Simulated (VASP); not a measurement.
Input of a VASP 6.6.1 run:

INCAR

```
ALGO     = Fast           # electronic algorithm
EDIFF    = 1E-6           # SCF threshold, eV
ENCUT    = 520            # plane-wave cutoff, eV
GGA      = CA             # functional
ISIF     = 2              # what is computed and relaxed
ISMEAR   = -1             # smearing method
ISPIN    = 2              # spin polarisation
LASPH    = True           # aspherical terms in the spheres
LCHARG   = False          # write CHGCAR
LMAXMIX  = 4              # l up to which the mixer works
LORBIT   = 11             # projections on sites
LREAL    = False          # projectors in reciprocal space
LWAVE    = False          # write WAVECAR
MAGMOM   = 2 2            # initial moments
NBANDS   = 20             # bands
NELM     = 150            # most SCF steps
PREC     = Accurate       # precision mode
SIGMA    = 0.05           # smearing width, eV
```

KPOINTS

```
k-points
0
Gamma
  12 12 7
```

Contents of POSCAR:

```
Co
1.0
    2.4554087999      0.0000000000      0.0000000000
   -1.2277044000      2.1264463974      0.0000000000
    0.0000000000      0.0000000000      3.9941557227
Co
2
Direct
    0.6666666667      0.3333333333      0.7500000000
    0.3333333333      0.6666666667      0.2500000000
```

Potentials or basis: VASP PAW LDA potentials, release 64 (Co).

The run is started by

```sh
$ cat potpaw_LDA.64/Co/POTCAR > POTCAR
$ mpirun -np 1 vasp_std > vasp.out
```

Q: Predict the net moment.

A: 2.99 μB per cell.

Q: Predict the site moments.

A: Co +1.50 μB.

Q: Estimate the pressure.

A: -11.5 GPa.

Stress tensor (GPa, compression positive):
```
-10.54   0.00   0.00
  0.00 -10.54   0.00
  0.00   0.00 -13.27
```
